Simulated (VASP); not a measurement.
# Y3Au2Cl2 (R-3m) in VASP: single point with PBE

Aim: the single point of Y3Au2Cl2 with PBE.

Program: VASP 6.6.1. These are calculated values, not measurements. Logs are shortened: lines on timing, memory, paths and dates and some standing lists are left out, and cuts for length are marked.

## Step 1: The cell of the first run

The structure is trigonal, space group R-3m (No. 166). Conventional cell: a = 5.803 Å, b = 5.803 Å, c = 15.153 Å, α = 90.00°, β = 90.00°, γ = 120.00°. Within 3.2 Å of Y (site symmetry 2/m) lie 2 Cl at 2.43 Å and 4 Y at 2.90 Å and 4 Au at 2.90 to 3.03 Å. Within 4.0 Å of Au (site symmetry -3m) lie 6 Y at 3.03 Å and 6 Cl at 3.44 Å. Au (site symmetry -3m) has 6 Y at 2.90 Å and 8 Cl at 3.29 to 3.78 Å within 3.8 Å. Within 3.2 Å of Cl (site symmetry 3m) lie 3 Y at 2.43 Å.

## Step 2: Single point, PBE

File INCAR:

```
PREC = Accurate
ENCUT = 520
EDIFF = 1E-6
ISMEAR = 0
SIGMA = 0.1
LREAL = F
LASPH = T
NELM = 80
ALGO = Normal
ISIF = 2
LWAVE = F
LCHARG = F
GGA = PE
NBANDS = 44
```

File KPOINTS:

```
regular mesh
0
Gamma
  6 6 6
```

File POSCAR:

```
Y3Au2Cl2
1.0
    2.9016866400      1.6752895600      5.0509822200
   -2.9016866400      1.6752895600      5.0509822200
    0.0000000000     -3.3505791200      5.0509822200
Y Au Cl
3 2 2
Direct
    0.0000000000      0.0000000000      0.5000000000
    0.0000000000      0.5000000000      0.0000000000
    0.5000000000      0.0000000000      0.0000000000
    0.0000000000      0.0000000000      0.0000000000
    0.5000000000      0.5000000000      0.5000000000
    0.2827914700      0.2827914700      0.2827914700
    0.7172085300      0.7172085300      0.7172085300
```

Potentials or basis: VASP PAW PBE potentials, release 64 (Y_sv, Au, Cl).

Launch:

```sh
$ cat potpaw_PBE.64/Y_sv/POTCAR potpaw_PBE.64/Au/POTCAR potpaw_PBE.64/Cl/POTCAR > POTCAR
$ mpirun -np 1 vasp_std > vasp.out
```

OUTCAR:

```text
PREC = Accurate
   ENCUT = 520
   EDIFF = 1E-6
   ISMEAR = 0
   LREAL = F
   LASPH = T
   NELM = 80
   ISIF = 2
   GGA = PE

 ion  position               nearest neighbor table
   1  0.000  0.000  0.500-   6 2.43   7 2.43   2 2.90   3 2.90   2 2.90   3 2.90   5 2.90   5 2.90
                             4 3.03   4 3.03
   2  0.000  0.500  0.000-   6 2.43   7 2.43   1 2.90   5 2.90   1 2.90   5 2.90   3 2.90   3 2.90
                             4 3.03   4 3.03
   3  0.500  0.000  0.000-   6 2.43   7 2.43   1 2.90   5 2.90   5 2.90   1 2.90   2 2.90   2 2.90
                             4 3.03   4 3.03
   4  0.000  0.000  0.000-   1 3.03   1 3.03   3 3.03   2 3.03   2 3.03   3 3.03
   5  0.500  0.500  0.500-   2 2.90   3 2.90   3 2.90   2 2.90   1 2.90   1 2.90
   6  0.283  0.283  0.283-   1 2.43   2 2.43   3 2.43
   7  0.717  0.717  0.717-   1 2.43   2 2.43   3 2.43

  LATTYP: Found a trigonal (rhomboedric) cell.
 ALAT       =     6.0612541486
 COS(alpha) =     0.5416407224

  Lattice vectors:

 A1 = (   2.9016866400,   1.6752895600,   5.0509822200)
 A2 = (  -2.9016866400,   1.6752895600,   5.0509822200)
 A3 = (   0.0000000000,  -3.3505791200,   5.0509822200)

Analysis of symmetry for initial positions (statically):
=====================================================================
 Subroutine PRICEL returns:
 Original cell was already a primitive cell.

 Routine SETGRP: Setting up the symmetry group for a
 trigonal (rhombohedral) supercell.

 Subroutine GETGRP returns: Found 12 space group operations
 (whereof 12 operations were pure point group operations)
 out of a pool of 12 trial point group operations.

The static configuration has the point symmetry D_3d.

Analysis of symmetry for dynamics (positions and initial velocities):
=====================================================================
 Subroutine PRICEL returns:
 Original cell was already a primitive cell.

 Routine SETGRP: Setting up the symmetry group for a
 trigonal (rhombohedral) supercell.

 Subroutine GETGRP returns: Found 12 space group operations
 (whereof 12 operations were pure point group operations)
 out of a pool of 12 trial point group operations.

The dynamic configuration has the point symmetry D_3d.

 Subroutine INISYM returns: Found 12 space group operations
 (whereof 12 operations are pure point group operations),
 and found     1 'primitive' translations

----------------------------------------------------------------------------------------

                                     Primitive cell

  volume of cell :     147.3220

  direct lattice vectors                    reciprocal lattice vectors
     2.901686640  1.675289560  5.050982220     0.172313576  0.099485289  0.065993765
    -2.901686640  1.675289560  5.050982220    -0.172313576  0.099485289  0.065993765
     0.000000000 -3.350579120  5.050982220     0.000000000 -0.198970579  0.065993765

  length of vectors
     6.061254149  6.061254149  6.061254146     0.209629359  0.209629359  0.209629359

  position of ions in fractional coordinates (direct lattice)
     1.000000000  1.000000000  0.500000000
     1.000000000  0.500000000  1.000000000
     0.500000000  1.000000000  1.000000000
     0.000000000  0.000000000  0.000000000
     0.500000000  0.500000000  0.500000000
     0.282791470  0.282791470  0.282791470
     0.717208530  0.717208530  0.717208530

  ion indices of the primitive-cell ions
   primitive index   ion index
                 1           1
                 2           2
                 3           3
                 4           4
                 5           5
                 6           6
                 7           7

----------------------------------------------------------------------------------------

 KPOINTS: regular mesh

Automatic generation of k-mesh.
 Grid dimensions read from file:
 generate k-points for:    6    6    6

 Generating k-lattice:

  Cartesian coordinates                     Fractional coordinates (reciprocal lattice)
     0.028718929  0.016580882  0.010998961     0.166666667 -0.000000000  0.000000000
    -0.028718929  0.016580882  0.010998961    -0.000000000  0.166666667  0.000000000
     0.000000000 -0.033161763  0.010998961     0.000000000  0.000000000  0.166666667

  Length of vectors
     0.034938226  0.034938226  0.034938227

  Shift w.r.t. Gamma in fractional coordinates (k-lattice)
     0.000000000  0.000000000  0.000000000

 Subroutine IBZKPT returns following result:
 ===========================================

 Found     32 irreducible k-points:

 Following reciprocal coordinates:
            Coordinates               Weight
  0.000000  0.000000  0.000000      1.000000
  0.166667 -0.000000 -0.000000      6.000000
  0.333333 -0.000000  0.000000      6.000000
  0.500000 -0.000000 -0.000000      3.000000
  0.166667  0.166667 -0.000000      6.000000
  0.333333  0.166667  0.000000     12.000000
[... 16 lines left out ...]
  0.500000  0.500000  0.166667      6.000000
 -0.333333  0.500000  0.166667     12.000000
 [... further k-points ...]
   k-points           NKPTS =     32   k-points in BZ     NKDIM =     32   number of bands    NBANDS=     44
   number of dos      NEDOS =    301   number of ions     NIONS =      7
   total plane-waves  NPLWV = 110592
   dimension x,y,z NGX =    48 NGY =   48 NGZ =   48
   dimension x,y,z NGXF=    96 NGYF=   96 NGZF=   96
   ions per type =               3   2   2
   NGX,Y,Z   is equivalent  to a cutoff of  13.17, 13.17, 13.17 a.u.
   NGXF,Y,Z  is equivalent  to a cutoff of  26.33, 26.33, 26.33 a.u.
 SYSTEM =  unknown system
   PREC   = accura    normal or accurate (medium, high low for compatibility)
   ISTART =      0    job   : 0-new  1-cont  2-samecut
   ICHARG =      2    charge: 1-file 2-atom 10-const
   ISPIN  =      1    spin polarized calculation?
   LNONCOLLINEAR =      F non collinear calculations
   LSORBIT =      F    spin-orbit coupling
   LASPH  =      T    aspherical Exc in radial PAW
   ENCUT  =  520.0 eV  38.22 Ry    6.18 a.u.  11.27 11.27 11.27*2*pi/ulx,y,z
   NELM   =     80;   NELMIN=  2; NELMDL= -5     # of ELM steps
   EDIFF  = 0.1E-05   stopping-criterion for ELM
   LREAL  =      F    real-space projection
   EDIFFG = 0.1E-04   stopping-criterion for IOM
   NSW    =      0    number of steps for IOM
   IBRION =     -1    ionic relax: 0-MD 1-quasi-New 2-CG
   NFREE  =      0    steps in history (QN), initial steepest desc. (CG)
   ISIF   =      2    stress and relaxation
   ISYM   =      2    0-nonsym 1-usesym 2-fastsym
   POTIM  = 0.5000    time-step for ionic-motion
   TEBEG  =    0.0;   TEEND  =   0.0 temperature during run
   PSTRESS=    0.0 pullay stress
   NELECT =      69.0000    total number of electrons
   NUPDOWN=      -1.0000    fix difference up-down
   EMIN   =  10.00;   EMAX   =-10.00  energy-range for DOS
   EFERMI =   0.00;   METHOD = LEGACY
   ISMEAR =     0;   SIGMA  =   0.10  broadening in eV -4-tet -1-fermi 0-gaus
   EFERMI_NEDOS =   21; number of points for ismear=-14 and -15
   IALGO  =     38    algorithm
   IMIX   =      4    mixing-type and parameters
     AMIX     =   0.40;   BMIX     =  1.00
     AMIX_MAG =   1.60;   BMIX_MAG =  1.00
  volume/ion in A,a.u.               =      21.05       142.03
  Fermi-wavevector in a.u.,A,eV,Ry     =   1.271360  2.402523 21.991878  1.616357
  Thomas-Fermi vector in A             =   2.404298
   LORBIT       =      0    0 simple, 1 ext, 2 COOP (PROOUT), +10 PAW based schemes
   GGA     = PE    functional components
   LHFCALC =     F    Hartree Fock is set to
   AEXX    =    0.0000 exact exchange contribution
   IVDW    =     0    specifies the selected vdW correction
   LEPSILON=     F    determine dielectric tensor
   LRPA    =     F    only Hartree local field effects (RPA)
 non-spin polarized calculation
 Gauss-broadening in eV      SIGMA  =   0.10
  energy-cutoff  :      520.00
  volume of cell :      147.32
 maximum number of plane-waves:      3990
 NGX is ok and might be reduce to    48
   NGX = 23   NGY = 23   NGZ = 23

 number of electron      69.0000001 magnetization

 Free energy of the ion-electron system (eV)
  ---------------------------------------------------
  ext. energy  EPLUGINS =         0.00000000
  ---------------------------------------------------
  free energy    TOTEN  =       -31.06257842 eV

  energy without entropy =      -31.02659377  energy(sigma->0) =      -31.04458610

 E-fermi :   6.2269     XC(G=0): -10.6141

 val. band max:        6.2212134492   @ k =   0.3333   0.1667   0.0000
 cond. band min:       6.2275206845   @ k =   0.1667   0.1667  -0.0000
 fundamental gap:      0.0063072353
 Fermi energy:         6.2269250107

 k-point     1 :       0.0000    0.0000    0.0000
  band No.  band energies     occupation
      1     -36.3618      2.00000
      2     -35.9730      2.00000
      3     -35.9730      2.00000
      4     -18.3501      2.00000
      5     -16.8957      2.00000
      6     -16.8957      2.00000
[... 36 lines left out ...]
     43      10.8479      0.00000
     44      11.0807      0.00000

 k-point     2 :       0.1667   -0.0000   -0.0000
  band No.  band energies     occupation
      1     -36.3396      2.00000
      2     -35.9970      2.00000
      3     -35.9731      2.00000
      4     -18.2354      2.00000
      5     -16.9040      2.00000
      6     -16.8174      2.00000
[... 36 lines left out ...]
     43      10.4746      0.00000
     44      10.5804      0.00000

 k-point     3 :       0.3333   -0.0000    0.0000
  band No.  band energies     occupation
      1     -36.2819      2.00000
      2     -36.0582      2.00000
      3     -35.9731      2.00000
      4     -17.9469      2.00000
      5     -16.9269      2.00000
      6     -16.6387      2.00000
[... 976 lines left out ...]
     43      10.3641      0.00000
     44      10.5073      0.00000

 k-point    24 :      -0.3333    0.5000    0.1667
  band No.  band energies     occupation
      1     -36.2347      2.00000
      2     -36.1065      2.00000
      3     -35.9734      2.00000
      4     -17.7176      2.00000
      5     -17.0403      2.00000
      6     -16.6344      2.00000
[... 36 lines left out ...]
     43       9.7254      0.00000
     44      10.2159      0.00000

 [... further k-points ...]

------------------------ aborting loop because EDIFF is reached ----------------------------------------

  FORCE on cell =-STRESS in cart. coord.  units (eV):
  Direction    XX          YY          ZZ          XY          YZ          ZX
  --------------------------------------------------------------------------------------
  -------------------------------------------------------------------------------------
  Total       28.1896355     28.1896354     19.7061206      0.0000000      0.0000000      0.0000000
  in kB      306.5720520    306.5720510    214.3108884      0.0000000      0.0000000      0.0000000
  external PRESSURE =     275.8183305 kB  Pullay stress =       0.0000000 kB

 VOLUME and BASIS-vectors are now :
 -----------------------------------------------------------------------------
  energy-cutoff  :      520.00
  volume of cell :      147.32
      direct lattice vectors                 reciprocal lattice vectors
     2.901686640  1.675289560  5.050982220     0.172313576  0.099485289  0.065993765
    -2.901686640  1.675289560  5.050982220    -0.172313576  0.099485289  0.065993765
     0.000000000 -3.350579120  5.050982220     0.000000000 -0.198970579  0.065993765

 POSITION                                       TOTAL-FORCE (eV/Angst)
 -----------------------------------------------------------------------------------
      0.00000     -1.67529      2.52549        -0.000000     -0.000000      0.000000
     -1.45084      0.83764      2.52549         0.000000      0.000000      0.000000
      1.45084      0.83764      2.52549         0.000000     -0.000000      0.000000
      0.00000      0.00000      0.00000         0.000000      0.000000      0.000000
      0.00000      0.00000      7.57647         0.000000      0.000000      0.000000
      0.00000      0.00000      4.28512         0.000000      0.000000      4.501125
      0.00000      0.00000     10.86782         0.000000      0.000000     -4.501125
 -----------------------------------------------------------------------------------
    total drift:                                0.000000     -0.000000      0.000000

  FREE ENERGIE OF THE ION-ELECTRON SYSTEM (eV)
  ---------------------------------------------------
  free  energy   TOTEN  =       -31.0625784216 eV

  energy  without entropy=      -31.0265937731  energy(sigma->0) =      -31.04458610
```

Run time: 4.7 min. Hardware: 1 thread of Oxide Virtual Turin-like, shared host; peak memory 0.41 GiB.

What came out:

```yaml
Free_energy: -31.0626 eV
Pressure: 27.6 GPa
Largest_force: 4.501 eV/Å
```

Forces on the atoms (eV/Å):
```
Y    0.000  0.000  0.000
Y    0.000  0.000  0.000
Y    0.000  0.000  0.000
Au   0.000  0.000  0.000
Au   0.000  0.000  0.000
Cl   0.000  0.000  4.501
Cl   0.000  0.000 -4.501
```

Stress tensor (GPa, compression positive):
```
30.66  0.00  0.00
 0.00 30.66  0.00
 0.00  0.00 21.43
```

Caveat: spin-orbit coupling is left out, which moves the levels of the heavy elements; an odd number of electrons without spin polarisation forces a metal; a magnetic or distorted state may lie lower.
